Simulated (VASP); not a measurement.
# KTaO3 (Pm-3m) in VASP: settings compared, part 2 of 3

VASP 6.6.1.

## (3) Single point, PBEsol+D4

Input file INCAR:

```
SYSTEM = KTaO3
PREC = Accurate ; ENCUT = 520
EDIFF = 1E-6 ; ISMEAR = -1
SIGMA = 0.05 ; LREAL = .FALSE.
LASPH = .TRUE. ; NELM = 60
ALGO = Normal ; ISIF = 2
LWAVE = .FALSE. ; LCHARG = .FALSE.
GGA = PS ; IVDW = 13
NBANDS = 27
```

Input file KPOINTS:

```
regular mesh
0
G
  7 7 7
  0 0 0
```

Input file POSCAR:

```
KTaO3
1.0
    4.0407836503      0.0000000000      0.0000000000
    0.0000000000      4.0407836503      0.0000000000
    0.0000000000      0.0000000000      4.0407836503
Ta K O
1 1 3
Direct
    0.0000000000      0.0000000000      0.0000000000
    0.5000000000      0.5000000000      0.5000000000
    0.0000000000      0.0000000000      0.5000000000
    0.0000000000      0.5000000000      0.0000000000
    0.5000000000      0.0000000000      0.0000000000
```

Potentials or basis: VASP PAW PBE potentials, release 64 (Ta_pv, K_sv, O).

Started as:

```
$ cat potpaw_PBE.64/Ta_pv/POTCAR potpaw_PBE.64/K_sv/POTCAR potpaw_PBE.64/O/POTCAR > POTCAR
$ mpirun -np 1 vasp_std > vasp.out
```

OUTCAR:

```text
SYSTEM = KTaO3
   PREC = Accurate
   ENCUT = 520
   EDIFF = 1E-6
   ISMEAR = -1
   LREAL = .FALSE.
   LASPH = .TRUE.
   NELM = 60
   ISIF = 2
   GGA = PS
   IVDW = 13

 ion  position               nearest neighbor table
   1  0.000  0.000  0.000-   3 2.02   4 2.02   5 2.02   3 2.02   4 2.02   5 2.02   2 3.50   2 3.50
                             2 3.50   2 3.50   2 3.50   2 3.50   2 3.50   2 3.50
   2  0.500  0.500  0.500-   3 2.86   4 2.86   5 2.86   4 2.86   5 2.86   3 2.86   5 2.86   5 2.86
                             3 2.86   4 2.86   4 2.86   3 2.86   1 3.50   1 3.50   1 3.50   1 3.50
   3  0.000  0.000  0.500-   1 2.02   1 2.02   2 2.86   2 2.86   2 2.86   2 2.86
   4  0.000  0.500  0.000-   1 2.02   1 2.02   2 2.86   2 2.86   2 2.86   2 2.86
   5  0.500  0.000  0.000-   1 2.02   1 2.02   2 2.86   2 2.86   2 2.86   2 2.86

  LATTYP: Found a simple cubic cell.
 ALAT       =     4.0407836503

  Lattice vectors:

 A1 = (   4.0407836503,   0.0000000000,   0.0000000000)
 A2 = (   0.0000000000,   4.0407836503,   0.0000000000)
 A3 = (   0.0000000000,   0.0000000000,   4.0407836503)

Analysis of symmetry for initial positions (statically):
=====================================================================
 Subroutine PRICEL returns:
 Original cell was already a primitive cell.

 Routine SETGRP: Setting up the symmetry group for a
 simple cubic supercell.

 Subroutine GETGRP returns: Found 48 space group operations
 (whereof 48 operations were pure point group operations)
 out of a pool of 48 trial point group operations.

The static configuration has the point symmetry O_h .

Analysis of symmetry for dynamics (positions and initial velocities):
=====================================================================
 Subroutine PRICEL returns:
 Original cell was already a primitive cell.

 Routine SETGRP: Setting up the symmetry group for a
 simple cubic supercell.
[... 124 lines left out ...]
   IMIX   =      4    mixing-type and parameters
     AMIX     =   0.40;   BMIX     =  1.00
     AMIX_MAG =   1.60;   BMIX_MAG =  1.00
  volume/ion in A,a.u.               =      13.20        89.05
  Fermi-wavevector in a.u.,A,eV,Ry     =   1.362084  2.573965 25.242504  1.855272
  Thomas-Fermi vector in A             =   2.488604
   LORBIT       =      0    0 simple, 1 ext, 2 COOP (PROOUT), +10 PAW based schemes
   GGA     = PS    functional components
   LHFCALC =     F    Hartree Fock is set to
   AEXX    =    0.0000 exact exchange contribution
   IVDW    =    13    specifies the selected vdW correction
   LEPSILON=     F    determine dielectric tensor
   LRPA    =     F    only Hartree local field effects (RPA)
 non-spin polarized calculation
  energy-cutoff  :      520.00
  volume of cell :       65.98
 maximum number of plane-waves:      1800
 NGX is ok and might be reduce to    30
   NGX = 15   NGY = 15   NGZ = 15

 number of electron      37.9999982 magnetization

 Free energy of the ion-electron system (eV)
  ---------------------------------------------------
  ext. energy  EPLUGINS =         0.00000000
  ---------------------------------------------------
  free energy    TOTEN  =       -42.86812638 eV

  energy without entropy =      -42.86812638  energy(sigma->0) =      -42.86812638

 E-fermi :   2.4294     XC(G=0): -10.9335

 val. band max:        1.3431950156   @ k =   0.4286   0.4286   0.4286
 cond. band min:       3.4019507506   @ k =   0.0000   0.0000   0.0000
 fundamental gap:      2.0587557349
 Fermi energy:         2.4293878996

 k-point     1 :       0.0000    0.0000    0.0000
  band No.  band energies     occupation
      1     -32.8393      2.00000
      2     -32.8393      2.00000
      3     -32.8393      2.00000
      4     -25.7517      2.00000
      5     -15.9432      2.00000
      6     -15.2298      2.00000
[... 589 lines left out ...]
     26      12.0397      0.00000
     27      13.2325      0.00000

------------------------ aborting loop because EDIFF is reached ----------------------------------------

  DFT-D4 for vdW energy calculation

  Edisp (eV):   -0.43673

  FORCE on cell =-STRESS in cart. coord.  units (eV):
  Direction    XX          YY          ZZ          XY          YZ          ZX
  --------------------------------------------------------------------------------------
  -------------------------------------------------------------------------------------
  Total      -3.36414    -3.36414    -3.36414     0.00000     0.00000    -0.00000
  in kB     -81.69348   -81.69348   -81.69348     0.00000     0.00000    -0.00000
  external pressure =      -81.69 kB  Pullay stress =        0.00 kB

 VOLUME and BASIS-vectors are now :
 -----------------------------------------------------------------------------
  energy-cutoff  :      520.00
  volume of cell :       65.98
      direct lattice vectors                 reciprocal lattice vectors
     4.040783650  0.000000000  0.000000000     0.247476749  0.000000000  0.000000000
     0.000000000  4.040783650  0.000000000     0.000000000  0.247476749  0.000000000
     0.000000000  0.000000000  4.040783650     0.000000000  0.000000000  0.247476749

 POSITION                                       TOTAL-FORCE (eV/Angst)
 -----------------------------------------------------------------------------------
      0.00000      0.00000      0.00000         0.000000      0.000000      0.000000
      2.02039      2.02039      2.02039         0.000000      0.000000      0.000000
      0.00000      0.00000      2.02039         0.000000      0.000000      0.000000
      0.00000      2.02039      0.00000         0.000000      0.000000      0.000000
      2.02039      0.00000      0.00000         0.000000      0.000000      0.000000
 -----------------------------------------------------------------------------------
    total drift:                                0.000000     -0.000000      0.000000

  FREE ENERGIE OF THE ION-ELECTRON SYSTEM (eV)
  ---------------------------------------------------
  free  energy   TOTEN  =       -43.3048570247 eV

  energy  without entropy=      -43.3048570244  energy(sigma->0) =      -43.30485702
```

OSZICAR:

```text
N       E                     dE             d eps       ncg     rms          rms(c)
DAV:   1     0.315727814764E+03    0.31573E+03   -0.20889E+04  1080   0.140E+03
DAV:   2    -0.319957358855E+02   -0.34772E+03   -0.33875E+03  1259   0.402E+02
DAV:   3    -0.502505879982E+02   -0.18255E+02   -0.18160E+02  1538   0.889E+01
DAV:   4    -0.508282215261E+02   -0.57763E+00   -0.57660E+00  1760   0.101E+01
DAV:   5    -0.508310280390E+02   -0.28065E-02   -0.28062E-02  1406   0.748E-01    0.314E+01
DAV:   6    -0.432141037413E+02    0.76169E+01   -0.31879E+01  1281   0.372E+01    0.122E+01
DAV:   7    -0.429622945015E+02    0.25181E+00   -0.18902E+00  1384   0.857E+00    0.871E+00
DAV:   8    -0.428957104847E+02    0.66584E-01   -0.47357E-01  1282   0.558E+00    0.292E+00
DAV:   9    -0.428708302957E+02    0.24880E-01   -0.41500E-02  1262   0.161E+00    0.507E-01
DAV:  10    -0.428682634041E+02    0.25669E-02   -0.18611E-02  1438   0.859E-01    0.120E-01
DAV:  11    -0.428681132120E+02    0.15019E-03   -0.17244E-03  1427   0.252E-01    0.328E-02
DAV:  12    -0.428681204688E+02   -0.72568E-05   -0.63063E-05  1419   0.672E-02    0.145E-02
DAV:  13    -0.428681263563E+02   -0.58875E-05   -0.13429E-05  1485   0.229E-02    0.463E-03
DAV:  14    -0.428681263843E+02   -0.28012E-07   -0.38381E-07  1030   0.420E-03
   1 F= -.43304857E+02 E0= -.43304857E+02  d E =-.278327E-09
```

stdout:

```text
POSCAR found type information on POSCAR TaK O
 POSCAR found :  3 types and       5 ions
 scaLAPACK will be used
 -----------------------------------------------------------------------------
|                                                                             |
|                                                                             |
|     You enforced a specific xc type in the INCAR file but a different       |
|     I HOPE YOU KNOW WHAT YOU ARE DOING!                                     |
|                                                                             |
 -----------------------------------------------------------------------------

 LDA part: xc-table for (Slater+PW92), standard interpolation
 POSCAR, INCAR and KPOINTS ok, starting setup
 FFT: planning ... GRIDC
 FFT: planning ... GRID_SOFT
 FFT: planning ... GRID
 WAVECAR not read
 entering main loop
```

It took 52 s on 1 thread of AMD EPYC 7R13, shared host; peak memory 0.16 GiB.

What came out:

```
Free energy                : -43.3049 eV
Pressure                   : -8.2 GPa
Band gap on the k mesh     : 2.06 eV (least direct gap 2.64 eV)
Dispersion energy per atom : -0.087 eV
```

Caveat: the cell stands under tension; the PAW data sets were made with another functional, which shifts forces and pressure a little; spin-orbit coupling is left out, which moves the levels of the heavy elements; an odd mesh through Γ misses points on the zone boundary, where band edges can lie.

## (4) Single point, b88 exchange, pbe correlation

This run uses another cell than the first one, of 13.03 Å³/atom.

Input file INCAR:

```
ALGO     = Normal         # electronic algorithm
EDIFF    = 1E-6           # SCF threshold, eV
ENCUT    = 600            # plane-wave cutoff, eV
GGA      = LIBXC          # functional
GGA_COMPAT= F            
ISIF     = 2              # what is computed and relaxed
ISMEAR   = -1             # smearing method
LASPH    = T              # aspherical terms in the spheres
LCHARG   = F              # write CHGCAR
LIBXC1   = GGA_X_B88    
LIBXC2   = GGA_C_PBE    
LREAL    = F              # projectors in reciprocal space
LWAVE    = F              # write WAVECAR
NBANDS   = 27             # bands
NELM     = 120            # most SCF steps
PREC     = Accurate       # precision mode
SIGMA    = 0.05           # smearing width, eV
```

Input file KPOINTS:

```
k-points
0
Gamma
  7 7 7
```

Changes to POSCAR since step 3:

```diff
@@ -2,5 +2,5 @@
 1.0
-    4.0407836503      0.0000000000      0.0000000000
-    0.0000000000      4.0407836503      0.0000000000
-    0.0000000000      0.0000000000      4.0407836503
+    4.0233953823      0.0000000000      0.0000000000
+    0.0000000000      4.0233953823      0.0000000000
+    0.0000000000      0.0000000000      4.0233953823
 Ta K O
```

Potentials or basis: VASP PAW PBE potentials, release 64 (Ta_pv, K_sv, O).

Started as:

```
$ cat potpaw_PBE.64/Ta_pv/POTCAR potpaw_PBE.64/K_sv/POTCAR potpaw_PBE.64/O/POTCAR > POTCAR
$ mpirun -np 1 vasp_std > vasp.out
```

OUTCAR:

```text
EDIFF = 1E-6
   ENCUT = 600
   GGA = LIBXC
   ISIF = 2
   ISMEAR = -1
   LASPH = T
   LREAL = F
   NELM = 120
   PREC = Accurate

 ion  position               nearest neighbor table
   1  0.000  0.000  0.000-   3 2.01   4 2.01   5 2.01   3 2.01   4 2.01   5 2.01   2 3.48   2 3.48
                             2 3.48   2 3.48   2 3.48   2 3.48   2 3.48   2 3.48
   2  0.500  0.500  0.500-   3 2.84   4 2.84   5 2.84   4 2.84   5 2.84   3 2.84   5 2.84   5 2.84
                             3 2.84   4 2.84   4 2.84   3 2.84   1 3.48   1 3.48   1 3.48   1 3.48
   3  0.000  0.000  0.500-   1 2.01   1 2.01   2 2.84   2 2.84   2 2.84   2 2.84
   4  0.000  0.500  0.000-   1 2.01   1 2.01   2 2.84   2 2.84   2 2.84   2 2.84
   5  0.500  0.000  0.000-   1 2.01   1 2.01   2 2.84   2 2.84   2 2.84   2 2.84

  LATTYP: Found a simple cubic cell.
 ALAT       =     4.0233953823

  Lattice vectors:

 A1 = (   4.0233953823,   0.0000000000,   0.0000000000)
 A2 = (   0.0000000000,   4.0233953823,   0.0000000000)
 A3 = (   0.0000000000,   0.0000000000,   4.0233953823)

Analysis of symmetry for initial positions (statically):
=====================================================================
[... 175 lines left out ...]
 cond. band min:       3.6821666572   @ k =   0.0000   0.0000   0.0000
 fundamental gap:      2.1695908488
 Fermi energy:         2.5875755224

 k-point     1 :       0.0000    0.0000    0.0000
  band No.  band energies     occupation
      1     -32.6966      2.00000
      2     -32.6966      2.00000
      3     -32.6966      2.00000
      4     -25.7676      2.00000
      5     -15.8821      2.00000
      6     -15.1844      2.00000
[... 589 lines left out ...]
     26      12.5436      0.00000
     27      13.5083      0.00000

------------------------ aborting loop because EDIFF is reached ----------------------------------------

  FORCE on cell =-STRESS in cart. coord.  units (eV):
  Direction    XX          YY          ZZ          XY          YZ          ZX
  --------------------------------------------------------------------------------------
  -------------------------------------------------------------------------------------
  Total        0.1795678      0.1795678      0.1795678     -0.0000000     -0.0000000      0.0000000
  in kB        4.4173411      4.4173411      4.4173411     -0.0000000     -0.0000000      0.0000000
  external PRESSURE =       4.4173411 kB  Pullay stress =       0.0000000 kB

 VOLUME and BASIS-vectors are now :
 -----------------------------------------------------------------------------
  energy-cutoff  :      600.00
  volume of cell :       65.13
      direct lattice vectors                 reciprocal lattice vectors
     4.023395382  0.000000000  0.000000000     0.248546291  0.000000000  0.000000000
     0.000000000  4.023395382  0.000000000     0.000000000  0.248546291  0.000000000
     0.000000000  0.000000000  4.023395382     0.000000000  0.000000000  0.248546291

 POSITION                                       TOTAL-FORCE (eV/Angst)
 -----------------------------------------------------------------------------------
      0.00000      0.00000      0.00000         0.000000      0.000000      0.000000
      2.01170      2.01170      2.01170         0.000000      0.000000      0.000000
      0.00000      0.00000      2.01170         0.000000      0.000000      0.000000
      0.00000      2.01170      0.00000         0.000000      0.000000      0.000000
      2.01170      0.00000      0.00000         0.000000      0.000000      0.000000
 -----------------------------------------------------------------------------------
    total drift:                                0.000000      0.000000     -0.000000

  FREE ENERGIE OF THE ION-ELECTRON SYSTEM (eV)
  ---------------------------------------------------
  free  energy   TOTEN  =       -40.3926826116 eV

  energy  without entropy=      -40.3926826115  energy(sigma->0) =      -40.39268261
```

It took 23 s on 1 thread of AMD EPYC 9R45 (Zen 5), shared host; peak memory 0.17 GiB.

Results:

| Quantity | Value |
| --- | --- |
| Free energy | -40.3927 eV |
| Pressure | 0.4 GPa |
| Band gap on the k mesh | 2.17 eV (least direct gap 2.74 eV) |

Caveat: the PAW data sets were made with another functional, which shifts forces and pressure a little; spin-orbit coupling is left out, which moves the levels of the heavy elements; an odd mesh through Γ misses points on the zone boundary, where band edges can lie.

[end of part 2 of 3]
